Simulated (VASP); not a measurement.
# LaBi (WC type) (P-6m2) in VASP: further runs, part 2 of 2

VASP 6.6.1. Earlier steps stand in the parts before.

### 3 Relaxation of cell and atoms, LDA, target pressure 61 GPa, at which the enthalpy is minimised

This run uses another cell than the first one, of 22.29 Å³/atom.

Input file INCAR:

```
SYSTEM = LaBi
PREC = Accurate
ENCUT = 600
EDIFF = 1E-6
ISMEAR = -1
SIGMA = 0.05
LREAL = .False.
LASPH = .True.
NELM = 100
ALGO = Normal
ISIF = 3
LWAVE = .False.
LCHARG = .False.
IBRION = 2
NSW = 60
EDIFFG = -0.005
PSTRESS = 610.0
```

Input file KPOINTS:

```
Automatic mesh
0
Gamma
  12 12 11
  0 0 0
```

Input file POSCAR:

```
LaBi
1.0
    3.7450161209      0.0000000000      0.0000000000
   -1.8725080604      3.2432790983      0.0000000000
    0.0000000000      0.0000000000      3.6701157985
La Bi
1 1
Direct
    0.0000000000      0.0000000000      0.0000000000
    0.3333333333      0.6666666667      0.5000000000
```

Potentials or basis: VASP PAW LDA potentials, release 64 (La, Bi_d).

Launch:

```console
cat potpaw_LDA.64/La/POTCAR potpaw_LDA.64/Bi_d/POTCAR > POTCAR
mpirun -np 1 vasp_std > vasp.out
```

OUTCAR:

```text
SYSTEM = LaBi
   PREC = Accurate
   ENCUT = 600
   EDIFF = 1E-6
   ISMEAR = -1
   LREAL = .False.
   LASPH = .True.
   NELM = 100
   ISIF = 3
   IBRION = 2
   NSW = 60
   EDIFFG = -0.005
   PSTRESS = 610.0

 ion  position               nearest neighbor table
   1  0.000  0.000  0.000-   2 2.84   2 2.84   2 2.84   2 2.84   2 2.84   2 2.84
   2  0.333  0.667  0.500-   1 2.84   1 2.84   1 2.84   1 2.84   1 2.84   1 2.84

  LATTYP: Found a hexagonal cell.
 ALAT       =     3.7450161209
 C/A-ratio  =     0.9800000000

  Lattice vectors:

 A1 = (   3.7450161209,   0.0000000000,   0.0000000000)
 A2 = (  -1.8725080604,   3.2432790983,   0.0000000000)
 A3 = (   0.0000000000,   0.0000000000,   3.6701157985)

Analysis of symmetry for initial positions (statically):
=====================================================================
 Subroutine PRICEL returns:
 Original cell was already a primitive cell.

 Routine SETGRP: Setting up the symmetry group for a
 hexagonal supercell.

 Subroutine GETGRP returns: Found 12 space group operations
 (whereof 12 operations were pure point group operations)
 out of a pool of 24 trial point group operations.

The static configuration has the point symmetry D_3h.

Analysis of symmetry for dynamics (positions and initial velocities):
=====================================================================
 Subroutine PRICEL returns:
 Original cell was already a primitive cell.

 Routine SETGRP: Setting up the symmetry group for a
 hexagonal supercell.

 Subroutine GETGRP returns: Found 12 space group operations
 (whereof 12 operations were pure point group operations)
 out of a pool of 24 trial point group operations.

The dynamic configuration has the point symmetry D_3h.

 Subroutine INISYM returns: Found 12 space group operations
 (whereof 12 operations are pure point group operations),
 and found     1 'primitive' translations

----------------------------------------------------------------------------------------

                                     Primitive cell

  volume of cell :      44.5777

  direct lattice vectors                    reciprocal lattice vectors
     3.745016121  0.000000000  0.000000000     0.267021547  0.154164962  0.000000000
    -1.872508060  3.243279098  0.000000000     0.000000000  0.308329925  0.000000000
     0.000000000  0.000000000  3.670115798     0.000000000  0.000000000  0.272470967

  length of vectors
     3.745016121  3.745016121  3.670115798     0.308329925  0.308329925  0.272470967

  position of ions in fractional coordinates (direct lattice)
     0.000000000  0.000000000  0.000000000
     0.333333333  0.666666667  0.500000000

  ion indices of the primitive-cell ions
   primitive index   ion index
                 1           1
                 2           2

----------------------------------------------------------------------------------------

 KPOINTS: Automatic mesh

[... 52 lines left out ...]
   dimension x,y,z NGX =    30 NGY =   30 NGZ =   30
   dimension x,y,z NGXF=    60 NGYF=   60 NGZF=   60
   ions per type =               1   1
   NGX,Y,Z   is equivalent  to a cutoff of  13.32, 13.32, 13.59 a.u.
   NGXF,Y,Z  is equivalent  to a cutoff of  26.63, 26.63, 27.18 a.u.
 SYSTEM =  LaBi
   PREC   = accura    normal or accurate (medium, high low for compatibility)
   ISTART =      0    job   : 0-new  1-cont  2-samecut
   ICHARG =      2    charge: 1-file 2-atom 10-const
   ISPIN  =      1    spin polarized calculation?
   LNONCOLLINEAR =      F non collinear calculations
   LSORBIT =      F    spin-orbit coupling
   LASPH  =      T    aspherical Exc in radial PAW
   ENCUT  =  600.0 eV  44.10 Ry    6.64 a.u.   7.48  7.48  7.33*2*pi/ulx,y,z
   NELM   =    100;   NELMIN=  2; NELMDL= -5     # of ELM steps
   EDIFF  = 0.1E-05   stopping-criterion for ELM
   LREAL  =      F    real-space projection
   EDIFFG = -.5E-02   stopping-criterion for IOM
   NSW    =     60    number of steps for IOM
   IBRION =      2    ionic relax: 0-MD 1-quasi-New 2-CG
   NFREE  =      1    steps in history (QN), initial steepest desc. (CG)
   ISIF   =      3    stress and relaxation
   ISYM   =      2    0-nonsym 1-usesym 2-fastsym
   POTIM  = 0.5000    time-step for ionic-motion
   TEBEG  =    0.0;   TEEND  =   0.0 temperature during run
   PSTRESS=  610.0 pullay stress
   NELECT =      26.0000    total number of electrons
   NUPDOWN=      -1.0000    fix difference up-down
   EMIN   =  10.00;   EMAX   =-10.00  energy-range for DOS
   EFERMI =   0.00;   METHOD = LEGACY
   ISMEAR =    -1;   SIGMA  =   0.05  broadening in eV -4-tet -1-fermi 0-gaus
   EFERMI_NEDOS =   21; number of points for ismear=-14 and -15
   IALGO  =     38    algorithm
   IMIX   =      4    mixing-type and parameters
     AMIX     =   0.40;   BMIX     =  1.00
     AMIX_MAG =   1.60;   BMIX_MAG =  1.00
  volume/ion in A,a.u.               =      22.29       150.41
  Fermi-wavevector in a.u.,A,eV,Ry     =   1.367813  2.584792 25.455304  1.870912
  Thomas-Fermi vector in A             =   2.493832
   LORBIT       =      0    0 simple, 1 ext, 2 COOP (PROOUT), +10 PAW based schemes
   GGA     = CA    functional components
   LHFCALC =     F    Hartree Fock is set to
   AEXX    =    0.0000 exact exchange contribution
   IVDW    =     0    specifies the selected vdW correction
   LEPSILON=     F    determine dielectric tensor
   LRPA    =     F    only Hartree local field effects (RPA)
 conjugate gradient relaxation of ions
 non-spin polarized calculation
  energy-cutoff  :      600.00
  volume of cell :       44.58
 maximum number of plane-waves:      1513
 NGX is ok and might be reduce to    30
   NGX = 15   NGY = 15   NGZ = 15

--------------------------------------- Ionic step        1  -------------------------------------------

 number of electron      25.9999996 magnetization

 Free energy of the ion-electron system (eV)
  ---------------------------------------------------
  ext. energy  EPLUGINS =         0.00000000
  ---------------------------------------------------
  free energy    TOTEN  =        -8.67717392 eV

  energy without entropy =       -8.66985418  energy(sigma->0) =       -8.67351405

------------------------ aborting loop because EDIFF is reached ----------------------------------------

  FORCE on cell =-STRESS in cart. coord.  units (eV):
  Direction    XX          YY          ZZ          XY          YZ          ZX
  --------------------------------------------------------------------------------------
  -------------------------------------------------------------------------------------
  Total       14.6772042     14.6772042     19.0124497      0.0000000      0.0000000      0.0000000
  in kB      527.5166080    527.5166080    683.3306163      0.0000000      0.0000000      0.0000000
  external PRESSURE =     -30.5453892 kB  Pullay stress =     610.0000000 kB
[... 97 lines left out ...]
  energy  without entropy=       -4.2766823015  energy(sigma->0) =       -4.28189922

  enthalpy is  TOTEN    =         8.0262271464 eV   P V=       12.3133432820

[... ionic steps 4 to 26 ...]

--------------------------------------- Ionic step       27  -------------------------------------------

 number of electron      26.0000006 magnetization

------------------------ aborting loop because EDIFF is reached ----------------------------------------
[... 71 lines left out ...]
--------------------------------------- Ionic step       29  -------------------------------------------

 number of electron      26.0000006 magnetization

 Free energy of the ion-electron system (eV)
  ---------------------------------------------------
  ext. energy  EPLUGINS =         0.00000000
  ---------------------------------------------------
  free energy    TOTEN  =        -8.52128980 eV

  energy without entropy =       -8.50661526  energy(sigma->0) =       -8.51395253

 E-fermi :  15.5582     XC(G=0): -12.8459

 val. band max:       15.5438588021   @ k =   0.2500   0.0000   0.1818
 cond. band min:      15.5606698953   @ k =   0.0833   0.0833   0.2727
 fundamental gap:      0.0168110932
 Fermi energy:        15.5581825901

 k-point     1 :       0.0000    0.0000    0.0000
  band No.  band energies     occupation
      1     -17.2872      2.00000
      2      -8.0655      2.00000
      3      -8.0567      2.00000
      4      -8.0567      2.00000
      5      -7.6188      2.00000
      6      -7.6188      2.00000
[... 457 lines left out ...]
      4      -7.7039      2.00000
      5      -7.6838      2.00000
      6      -7.5952      2.00000
[... 9 lines left out ...]
     16      18.2726      0.00000
     17      18.4668      0.00000

 [... further k-points ...]

------------------------ aborting loop because EDIFF is reached ----------------------------------------

  FORCE on cell =-STRESS in cart. coord.  units (eV):
  Direction    XX          YY          ZZ          XY          YZ          ZX
  --------------------------------------------------------------------------------------
  -------------------------------------------------------------------------------------
  Total       14.7680007     14.7680007     14.7693017      0.0000000      0.0000000     -0.0000000
  in kB      610.1996613    610.1996614    610.2534183      0.0000001      0.0000000     -0.0000000
  external PRESSURE =       0.2175803 kB  Pullay stress =     610.0000000 kB
[... 21 lines left out ...]
  energy  without entropy=       -8.5066152566  energy(sigma->0) =       -8.51395253

  enthalpy is  TOTEN    =         6.2418787143 eV   P V=       14.7631685110

 reached required accuracy - stopping structural energy minimisation
```

CONTCAR:

```text
LaBi
   1.00000000000000
     2.9893231314595501    0.0000000002435790    0.0000000000000000
    -1.4946615654789190    2.5888297720120712    0.0000000000000000
     0.0000000000000000    0.0000000000000000    5.0105334656791927
  La              Bi
     1     1
Direct
     0.0000000000000000    1.0000000000000000    0.0000000000000000
     0.3333333332999970    0.6666666667000030    0.5000000000000000

  0.00000000E+00  0.00000000E+00  0.00000000E+00
  0.00000000E+00  0.00000000E+00  0.00000000E+00
```

Run time: 19 min. Hardware: 1 thread of Intel Xeon 6975P-C (Granite Rapids), shared host; peak memory 0.31 GiB.

Results:

```yaml
Free_energy: -8.5213 eV
Relaxed_volume: 19.39 Å³/atom
Relaxed_cell: a = 2.989 Å, b = 2.989 Å, c = 5.011 Å, α = 90.00°, β = 90.00°, γ = 120.00°
Space_group_after_relaxing_to_0.1_Å: P-6m2 (No. 187)
Energy_change_on_relaxing_the_run_minimises_the_enthalpy: +77.9 meV/atom
Ionic_steps: 29
Pressure_after_relaxing: 61.0 GPa
Band_gap_on_the_k_mesh: zero (bands 13 and 14 overlap by 2.55 eV)
```

Step by step:
```
step  energy change (eV)  largest force (eV/Å)  pressure (GPa)  volume (Å³)
   1              0.0000                0.0000           57.95        44.58
   2              0.7797                0.0000           69.49        41.74
   3              4.3901                0.0000          137.92        32.34
   4              2.9882                0.0000          108.42        35.24
   5              3.7023                0.0000          123.66        33.64
   6              3.7055                0.0000          123.92        33.59
   7              3.7176                0.0000          124.61        33.45
   8              3.7539                0.0000          126.16        33.17
   9              3.9132                0.0000          131.36        32.56
  10              4.7580                0.0000          148.82        31.24
  11              3.9823                0.0000          133.15        32.39
  12              3.8458                0.0000          130.59        32.54
  13              3.4516                0.0000          123.37        32.99
  14              2.7303                0.0000          109.69        33.90
  15              1.5366                0.0000           86.69        35.76
  16             -0.0685                0.0000           54.44        39.62
  17              0.3893                0.0000           64.06        38.26
  18              0.4372                0.0000           64.97        38.13
  19              0.4056                0.0000           64.66        38.20
  20              0.3155                0.0000           63.47        38.39
  21              0.1577                0.0000           61.07        38.77
  22              0.1624                0.0000           61.15        38.76
  23              0.1592                0.0000           61.08        38.77
  24              0.1564                0.0000           61.02        38.77
  25              0.1567                0.0000           61.01        38.77
  26              0.1579                0.0000           61.02        38.77
  27              0.1585                0.0000           61.03        38.77
  28              0.1578                0.0000           61.07        38.77
  29              0.1559                0.0000           61.02        38.78
```

Final structure:
```
La Bi
1.0
     2.98932    0.00000    0.00000
    -1.49466    2.58883    0.00000
     0.00000    0.00000    5.01053
La Bi
1 1
Direct
  0.00000 0.00000 0.00000
  0.33333 0.66667 0.50000
```

Caveat: the cell is relaxed towards a set pressure, so the run minimises the enthalpy, not the energy; a cell axis changed by over 15 % at a fixed basis, so the end point is rough; spin-orbit coupling is left out, which moves the levels of the heavy elements.
